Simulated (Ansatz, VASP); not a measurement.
# TiC: VASP beside Ansatz

```xyz
2
Lattice="0.0000 2.1657 2.1657 2.1657 0.0000 2.1657 2.1657 2.1657 0.0000" Properties=species:S:1:pos:R:3 pbc="T T T"
Ti    0.0000    0.0000    0.0000
C     2.1657    2.1657    2.1657
```

Alike in both runs: task single point; functional PBE; k mesh 11 × 11 × 11; occupations gaussian, width 0.03 eV; no spin polarisation.

```csv
,VASP,Ansatz
version,VASP 6.6.1,Ansatz 0.2.0
potentials or method,"VASP PAW PBE potentials, release 64 (Ti_sv, C), cutoff 520 eV","all-electron LAPW, scalar-relativistic"
```

|  | VASP | Ansatz | Ansatz less VASP |
| --- | --- | --- | --- |
| gap on the k mesh at the Fermi level (eV) | none | none | - |
| pressure (GPa) | 0.5 | 0.2 | -0.24 |

A gap of «none» marks a metal or a gap that the smearing closes. Ansatz ran all-electron here, and VASP with PAW potentials.
